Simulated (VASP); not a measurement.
Crystal: Ca5SnN.

```
CELL_PARAMETERS angstrom
4.31372 0.00000 0.00000
0.00000 4.31372 0.00000
0.00000 0.00000 7.58772
ATOMIC_POSITIONS crystal
Ca 0.00000 0.00000 0.00000
Ca 0.00000 0.50000 0.29276
Ca 0.50000 0.00000 0.29276
Ca 0.00000 0.50000 0.70724
Ca 0.50000 0.00000 0.70724
Sn 0.50000 0.50000 0.00000
N 0.00000 0.00000 0.50000
```

The cell was generated, and may not be a known phase.

* Program: VASP 6.6.1
* Task: relaxation of cell and atoms
* Functional: PBE
* Potentials or basis: VASP PAW PBE potentials, release 64 (Ca_sv, Sn_d, N)
* Cutoff: 600 eV
* k mesh: 4 × 4 × 2
* Occupations: gaussian, width 0.2 eV
* Spin: no spin polarisation

At the start: pressure 14.7 GPa; volume 20.17 Å³/atom.

Question: How do energy, volume and symmetry change on relaxing?

Answer: Over 6 steps the energy falls by 325.0 meV/atom and the volume is 25.42 Å³/atom (+26.0 %); space group P4/mmm (No. 123, to 0.1 Å) before and after.

The path:
| step | energy change (eV) | largest force (eV/Å) | pressure (GPa) | volume (Å³) |
| --- | --- | --- | --- | --- |
| 1 | 0.0000 | 2.0946 | 14.69 | 141.19 |
| 2 | -2.0589 | 0.6612 | -0.42 | 182.38 |
| 3 | -2.0620 | 0.6168 | -0.77 | 184.26 |
| 4 | -2.1454 | 0.4718 | -0.51 | 182.03 |
| 5 | -2.2488 | 0.0265 | 0.53 | 175.85 |
| 6 | -2.2753 | 0.0160 | 0.22 | 177.92 |

Final structure:
```
Ca Sn N
1.0
     4.64439    0.00000    0.00000
     0.00000    4.64439    0.00000
     0.00000    0.00000    8.24840
Ca Sn N
5 1 1
Cartesian
  4.6444 0.0000 0.0000
  0.0000 2.3222 2.6717
  2.3222 4.6444 2.6717
  0.0000 2.3222 5.5767
  2.3222 0.0000 5.5767
  2.3222 2.3222 0.0000
  4.6444 0.0000 4.1242
```

Caveat: the k points lie up to 0.38 Å⁻¹ apart in the final cell, too coarse for converged energies and pressures of a metal; the volume moved by over 15 % at a fixed basis, so the end points are rough.
